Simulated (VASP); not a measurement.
# CsI (Pm-3m) in VASP: settings compared

The runs below take CsI through single point, with PBE, LDA.

Program: VASP 6.6.1. These are calculated values, not measurements. Logs are shortened: lines on timing, memory, paths and dates and some standing lists are left out, and cuts for length are marked.

## (1) The cell of the first run

It takes space group Pm-3m (No. 221, cubic). Conventional cell: a = 4.608 Å, b = 4.608 Å, c = 4.608 Å, α = 90.00°, β = 90.00°, γ = 90.00°. Within 5.2 Å of Cs (site symmetry m-3m) lie 8 I at 3.99 Å and 6 Cs at 4.61 Å. Within 5.2 Å of I (site symmetry m-3m) lie 8 Cs at 3.99 Å and 6 I at 4.61 Å.

## (2) Single point, PBE

Input file INCAR:

```
SYSTEM = CsI
  ALGO = Normal
  EDIFF = 1E-6
  ENCUT = 500
  GGA = PE
  GGA_COMPAT = .FALSE.
  ISIF = 2
  ISMEAR = 0
  LASPH = .TRUE.
  LCHARG = .FALSE.
  LREAL = .FALSE.
  LWAVE = .FALSE.
  NBANDS = 15
  NELM = 120
  PREC = Accurate
  SIGMA = 0.01
```

Input file KPOINTS:

```
k-points
0
G
  4 4 4
  0 0 0
```

Input file POSCAR:

```
CsI
1.0
    4.6081404187      0.0000000000      0.0000000000
    0.0000000000      4.6081404187      0.0000000000
    0.0000000000      0.0000000000      4.6081404187
Cs I
1 1
Direct
    0.0000000000      0.0000000000      0.0000000000
    0.5000000000      0.5000000000      0.5000000000
```

Potentials or basis: VASP PAW PBE potentials, release 64 (Cs_sv, I).

The run is started by

```console
$ cat potpaw_PBE.64/Cs_sv/POTCAR potpaw_PBE.64/I/POTCAR > POTCAR
$ mpirun -np 1 vasp_std > vasp.out
```

OUTCAR:

```text
SYSTEM = CsI
   EDIFF = 1E-6
   ENCUT = 500
   GGA = PE
   ISIF = 2
   ISMEAR = 0
   LASPH = .TRUE.
   LREAL = .FALSE.
   NELM = 120
   PREC = Accurate

 ion  position               nearest neighbor table
   1  0.000  0.000  0.000-
   2  0.500  0.500  0.500-

  LATTYP: Found a simple cubic cell.
 ALAT       =     4.6081404187

  Lattice vectors:

 A1 = (   4.6081404187,   0.0000000000,   0.0000000000)
 A2 = (   0.0000000000,   4.6081404187,   0.0000000000)
 A3 = (   0.0000000000,   0.0000000000,   4.6081404187)

Analysis of symmetry for initial positions (statically):
=====================================================================
 Subroutine PRICEL returns:
 Original cell was already a primitive cell.

 Routine SETGRP: Setting up the symmetry group for a
 simple cubic supercell.

 Subroutine GETGRP returns: Found 48 space group operations
 (whereof 48 operations were pure point group operations)
 out of a pool of 48 trial point group operations.

The static configuration has the point symmetry O_h .

Analysis of symmetry for dynamics (positions and initial velocities):
=====================================================================
 Subroutine PRICEL returns:
 Original cell was already a primitive cell.

 Routine SETGRP: Setting up the symmetry group for a
 simple cubic supercell.

 Subroutine GETGRP returns: Found 48 space group operations
 (whereof 48 operations were pure point group operations)
 out of a pool of 48 trial point group operations.

The dynamic configuration has the point symmetry O_h .

 Subroutine INISYM returns: Found 48 space group operations
 (whereof 48 operations are pure point group operations),
 and found     1 'primitive' translations

----------------------------------------------------------------------------------------

                                     Primitive cell

  volume of cell :      97.8537

  direct lattice vectors                    reciprocal lattice vectors
     4.608140419  0.000000000  0.000000000     0.217007276  0.000000000  0.000000000
     0.000000000  4.608140419  0.000000000     0.000000000  0.217007276  0.000000000
     0.000000000  0.000000000  4.608140419     0.000000000  0.000000000  0.217007276

  length of vectors
     4.608140419  4.608140419  4.608140419     0.217007276  0.217007276  0.217007276

  position of ions in fractional coordinates (direct lattice)
     0.000000000  0.000000000  0.000000000
     0.500000000  0.500000000  0.500000000

  ion indices of the primitive-cell ions
   primitive index   ion index
                 1           1
                 2           2

----------------------------------------------------------------------------------------

 KPOINTS: k-points

Automatic generation of k-mesh.
 Grid dimensions read from file:
 generate k-points for:    4    4    4

 Generating k-lattice:

  Cartesian coordinates                     Fractional coordinates (reciprocal lattice)
     0.054251819  0.000000000  0.000000000     0.250000000  0.000000000  0.000000000
     0.000000000  0.054251819  0.000000000     0.000000000  0.250000000  0.000000000
     0.000000000  0.000000000  0.054251819     0.000000000  0.000000000  0.250000000

  Length of vectors
     0.054251819  0.054251819  0.054251819

  Shift w.r.t. Gamma in fractional coordinates (k-lattice)
     0.000000000  0.000000000  0.000000000

 Subroutine IBZKPT returns following result:
 ===========================================

 Found     10 irreducible k-points:

 Following reciprocal coordinates:
            Coordinates               Weight
  0.000000  0.000000  0.000000      1.000000
  0.250000  0.000000  0.000000      6.000000
  0.500000  0.000000  0.000000      3.000000
  0.250000  0.250000  0.000000     12.000000
  0.500000  0.250000  0.000000     12.000000
  0.500000  0.500000  0.000000      3.000000
  0.250000  0.250000  0.250000      8.000000
  0.500000  0.250000  0.250000     12.000000
  0.500000  0.500000  0.250000      6.000000
  0.500000  0.500000  0.500000      1.000000
   k-points           NKPTS =     10   k-points in BZ     NKDIM =     10   number of bands    NBANDS=     15
   number of dos      NEDOS =    301   number of ions     NIONS =      2
   total plane-waves  NPLWV =  46656
   dimension x,y,z NGX =    36 NGY =   36 NGZ =   36
   dimension x,y,z NGXF=    72 NGYF=   72 NGZF=   72
   ions per type =               1   1
   NGX,Y,Z   is equivalent  to a cutoff of  12.99, 12.99, 12.99 a.u.
   NGXF,Y,Z  is equivalent  to a cutoff of  25.98, 25.98, 25.98 a.u.
 SYSTEM =  CsI
   PREC   = accura    normal or accurate (medium, high low for compatibility)
   ISTART =      0    job   : 0-new  1-cont  2-samecut
   ICHARG =      2    charge: 1-file 2-atom 10-const
   ISPIN  =      1    spin polarized calculation?
   LNONCOLLINEAR =      F non collinear calculations
   LSORBIT =      F    spin-orbit coupling
   LASPH  =      T    aspherical Exc in radial PAW
   ENCUT  =  500.0 eV  36.75 Ry    6.06 a.u.   8.40  8.40  8.40*2*pi/ulx,y,z
   NELM   =    120;   NELMIN=  2; NELMDL= -5     # of ELM steps
   EDIFF  = 0.1E-05   stopping-criterion for ELM
   LREAL  =      F    real-space projection
   EDIFFG = 0.1E-04   stopping-criterion for IOM
   NSW    =      0    number of steps for IOM
   IBRION =     -1    ionic relax: 0-MD 1-quasi-New 2-CG
   NFREE  =      0    steps in history (QN), initial steepest desc. (CG)
   ISIF   =      2    stress and relaxation
   ISYM   =      2    0-nonsym 1-usesym 2-fastsym
   POTIM  = 0.5000    time-step for ionic-motion
   TEBEG  =    0.0;   TEEND  =   0.0 temperature during run
   PSTRESS=    0.0 pullay stress
   NELECT =      16.0000    total number of electrons
   NUPDOWN=      -1.0000    fix difference up-down
   EMIN   =  10.00;   EMAX   =-10.00  energy-range for DOS
   EFERMI =   0.00;   METHOD = LEGACY
   ISMEAR =     0;   SIGMA  =   0.01  broadening in eV -4-tet -1-fermi 0-gaus
   EFERMI_NEDOS =   21; number of points for ismear=-14 and -15
   IALGO  =     38    algorithm
   IMIX   =      4    mixing-type and parameters
     AMIX     =   0.40;   BMIX     =  1.00
     AMIX_MAG =   1.60;   BMIX_MAG =  1.00
  volume/ion in A,a.u.               =      48.93       330.17
  Fermi-wavevector in a.u.,A,eV,Ry     =   0.895205  1.691692 10.903598  0.801392
  Thomas-Fermi vector in A             =   2.017507
   LORBIT       =      0    0 simple, 1 ext, 2 COOP (PROOUT), +10 PAW based schemes
   GGA     = PE    functional components
   LHFCALC =     F    Hartree Fock is set to
   AEXX    =    0.0000 exact exchange contribution
   IVDW    =     0    specifies the selected vdW correction
   LEPSILON=     F    determine dielectric tensor
   LRPA    =     F    only Hartree local field effects (RPA)
 non-spin polarized calculation
 Gauss-broadening in eV      SIGMA  =   0.01
  energy-cutoff  :      500.00
  volume of cell :       97.85
 maximum number of plane-waves:      2517
 NGX is ok and might be reduce to    36
   NGX = 17   NGY = 17   NGZ = 17

 number of electron      16.0000002 magnetization

 Free energy of the ion-electron system (eV)
  ---------------------------------------------------
  ext. energy  EPLUGINS =         0.00000000
  ---------------------------------------------------
  free energy    TOTEN  =        -5.43500803 eV

  energy without entropy =       -5.43500803  energy(sigma->0) =       -5.43500803

 E-fermi :   0.7619     XC(G=0):  -7.6523

 val. band max:        0.6575582023   @ k =   0.5000   0.5000   0.0000
 cond. band min:       4.4449430885   @ k =   0.0000   0.0000   0.0000
 fundamental gap:      3.7873848862
 Fermi energy:         0.7619420541

 k-point     1 :       0.0000    0.0000    0.0000
  band No.  band energies     occupation
      1     -19.7718      2.00000
      2      -9.9582      2.00000
      3      -6.4757      2.00000
      4      -6.4757      2.00000
      5      -6.4757      2.00000
      6       0.5649      2.00000
      7       0.5649      2.00000
      8       0.5649      2.00000
      9       4.4449      0.00000
     10       4.8754      0.00000
     11       4.8754      0.00000
     12       8.3568      0.00000
     13       8.3568      0.00000
     14       8.3568      0.00000
     15      10.7635      0.00000

 k-point     2 :       0.2500    0.0000    0.0000
  band No.  band energies     occupation
      1     -19.7609      2.00000
      2      -9.9610      2.00000
      3      -6.5487      2.00000
      4      -6.4475      2.00000
      5      -6.4475      2.00000
      6      -0.2463      2.00000
      7       0.4980      2.00000
      8       0.4980      2.00000
      9       5.2324      0.00000
     10       5.5523      0.00000
     11       6.0620      0.00000
     12       8.2585      0.00000
     13       8.2585      0.00000
     14       8.6155      0.00000
     15       8.8720      0.00000

 k-point     3 :       0.5000    0.0000    0.0000
  band No.  band energies     occupation
      1     -19.7500      2.00000
      2      -9.9666      2.00000
      3      -6.6078      2.00000
      4      -6.4188      2.00000
      5      -6.4188      2.00000
      6      -0.8396      2.00000
      7       0.4282      2.00000
      8       0.4282      2.00000
      9       5.8613      0.00000
     10       7.0286      0.00000
     11       7.2634      0.00000
     12       7.4875      0.00000
     13       8.4687      0.00000
     14       8.4687      0.00000
     15       8.9767      0.00000

 k-point     4 :       0.2500    0.2500    0.0000
  band No.  band energies     occupation
      1     -19.7505      2.00000
      2      -9.9234      2.00000
      3      -6.6459      2.00000
      4      -6.5189      2.00000
      5      -6.4244      2.00000
      6      -0.2541      2.00000
      7       0.1177      2.00000
      8       0.5192      2.00000
      9       5.6501      0.00000
     10       5.8396      0.00000
     11       6.7054      0.00000
     12       7.3807      0.00000
     13       8.2013      0.00000
     14       8.5308      0.00000
     15       9.2669      0.00000

 k-point     5 :       0.5000    0.2500    0.0000
  band No.  band energies     occupation
      1     -19.7402      2.00000
      2      -9.8865      2.00000
      3      -6.7035      2.00000
      4      -6.6220      2.00000
      5      -6.4010      2.00000
      6      -0.5180      2.00000
      7       0.0879      2.00000
      8       0.5379      2.00000
      9       5.5907      0.00000
     10       6.1419      0.00000
     11       7.4036      0.00000
     12       7.4452      0.00000
     13       7.5134      0.00000
     14       8.8003      0.00000
     15       9.5973      0.00000

 k-point     6 :       0.5000    0.5000    0.0000
  band No.  band energies     occupation
      1     -19.7303      2.00000
      2      -9.8000      2.00000
      3      -6.8084      2.00000
      4      -6.8084      2.00000
      5      -6.3830      2.00000
      6      -0.1832      2.00000
      7      -0.1832      2.00000
      8       0.6576      2.00000
      9       4.9015      0.00000
     10       5.5658      0.00000
     11       6.7464      0.00000
     12       6.7464      0.00000
     13      10.0556      0.00000
     14      10.1468      0.00000
     15      10.2204      0.00000

 k-point     7 :       0.2500    0.2500    0.2500
  band No.  band energies     occupation
      1     -19.7406      2.00000
      2      -9.8729      2.00000
      3      -6.6073      2.00000
      4      -6.6073      2.00000
      5      -6.5360      2.00000
      6      -0.0465      2.00000
      7      -0.0082      2.00000
      8      -0.0082      2.00000
      9       6.6021      0.00000
     10       6.6021      0.00000
     11       6.7427      0.00000
     12       6.9114      0.00000
     13       7.6094      0.00000
     14       7.6094      0.00000
     15      10.8946      0.00000

 k-point     8 :       0.5000    0.2500    0.2500
  band No.  band energies     occupation
      1     -19.7306      2.00000
      2      -9.8213      2.00000
      3      -6.7286      2.00000
      4      -6.6058      2.00000
      5      -6.5676      2.00000
      6      -0.4394      2.00000
      7      -0.1357      2.00000
      8       0.1855      2.00000
      9       6.1382      0.00000
     10       6.4509      0.00000
     11       6.5861      0.00000
     12       7.9277      0.00000
     13       8.3988      0.00000
     14       8.5248      0.00000
     15      10.2720      0.00000

 k-point     9 :       0.5000    0.5000    0.2500
  band No.  band energies     occupation
      1     -19.7210      2.00000
      2      -9.7525      2.00000
      3      -6.7595      2.00000
      4      -6.7595      2.00000
      5      -6.5508      2.00000
      6      -0.3877      2.00000
      7      -0.3877      2.00000
      8      -0.0507      2.00000
      9       5.9760      0.00000
     10       6.9676      0.00000
     11       7.0423      0.00000
     12       7.0423      0.00000
     13       9.5059      0.00000
     14       9.5059      0.00000
     15      10.2254      0.00000

 k-point    10 :       0.5000    0.5000    0.5000
  band No.  band energies     occupation
      1     -19.7116      2.00000
      2      -9.7036      2.00000
      3      -6.7088      2.00000
      4      -6.7088      2.00000
      5      -6.7088      2.00000
      6      -0.5861      2.00000
      7      -0.5861      2.00000
      8      -0.5861      2.00000
      9       7.7446      0.00000
     10       7.7446      0.00000
     11       7.7446      0.00000
     12       8.3904      0.00000
     13       8.3904      0.00000
     14       8.3904      0.00000
     15      10.3070      0.00000

------------------------ aborting loop because EDIFF is reached ----------------------------------------

  FORCE on cell =-STRESS in cart. coord.  units (eV):
  Direction    XX          YY          ZZ          XY          YZ          ZX
  --------------------------------------------------------------------------------------
  -------------------------------------------------------------------------------------
  Total        0.2767873      0.2767873      0.2767873      0.0000000      0.0000000     -0.0000000
  in kB        4.5318931      4.5318931      4.5318931      0.0000000      0.0000000     -0.0000000
  external PRESSURE =       4.5318931 kB  Pullay stress =       0.0000000 kB

 VOLUME and BASIS-vectors are now :
 -----------------------------------------------------------------------------
  energy-cutoff  :      500.00
  volume of cell :       97.85
      direct lattice vectors                 reciprocal lattice vectors
     4.608140419  0.000000000  0.000000000     0.217007276  0.000000000  0.000000000
     0.000000000  4.608140419  0.000000000     0.000000000  0.217007276  0.000000000
     0.000000000  0.000000000  4.608140419     0.000000000  0.000000000  0.217007276

 POSITION                                       TOTAL-FORCE (eV/Angst)
 -----------------------------------------------------------------------------------
      0.00000      0.00000      0.00000         0.000000      0.000000      0.000000
      2.30407      2.30407      2.30407         0.000000      0.000000      0.000000
 -----------------------------------------------------------------------------------
    total drift:                               -0.000000      0.000000      0.000000

  FREE ENERGIE OF THE ION-ELECTRON SYSTEM (eV)
  ---------------------------------------------------
  free  energy   TOTEN  =        -5.4350080257 eV

  energy  without entropy=       -5.4350080257  energy(sigma->0) =       -5.43500803
```

Wall time 24 s (1 thread of Intel Xeon 8259CL, shared host); peak memory 0.21 GiB.

What came out:

```
Free energy            : -5.4350 eV
Pressure               : 0.5 GPa
Band gap on the k mesh : 3.79 eV (least direct gap 3.88 eV)
```

Caveat: spin-orbit coupling is left out, which moves the levels of the heavy elements.

## (3) Single point, LDA

Input file INCAR:

```
SYSTEM = CsI
  ALGO = Normal
  EDIFF = 1E-6
  ENCUT = 500
  GGA = CA
  GGA_COMPAT = .False.
  ISIF = 2
  ISMEAR = 0
  LASPH = .True.
  LCHARG = .True.
  LELF = .True.
  LREAL = .False.
  LVHAR = .True.
  LWAVE = .False.
  NBANDS = 15
  NELM = 120
  PREC = Accurate
  SIGMA = 0.01
```

Input file KPOINTS:

```
k-points
0
Gamma
  4 4 4
  0 0 0
```

POSCAR is that of step 2.

Potentials or basis: VASP PAW LDA potentials, release 64 (Cs_sv, I).

The run is started by

```console
$ cat potpaw_LDA.64/Cs_sv/POTCAR potpaw_LDA.64/I/POTCAR > POTCAR
$ mpirun -np 1 vasp_std > vasp.out
```

Run time: 19 s. Hardware: 1 thread of Intel Xeon 8259CL, shared host; peak memory 0.17 GiB.

Results (log left out):

- Free energy: -6.1153 eV
- Pressure: -1.6 GPa
- Band gap on the k mesh: 3.45 eV (least direct gap 3.54 eV)

Levels at points of the mesh, in eV from the valence-band top:
```tsv
k point	band 5	band 6	band 7	band 8	band 9	band 10	band 11	band 12
(0.00, 0.00, 0.00)	-7.07	-0.09	-0.09	-0.09	3.45	4.00	4.00	7.61
(0.50, 0.00, 0.00)	-7.01	-1.56	-0.24	-0.24	4.98	6.11	6.37	6.66
(0.50, 0.50, 0.00)	-6.97	-0.86	-0.86	0.00	3.99	4.70	5.95	5.95
(0.50, 0.50, 0.50)	-7.32	-1.29	-1.29	-1.29	6.87	6.87	6.87	7.60
```

Caveat: spin-orbit coupling is left out, which moves the levels of the heavy elements. A k mesh can miss the band edges.
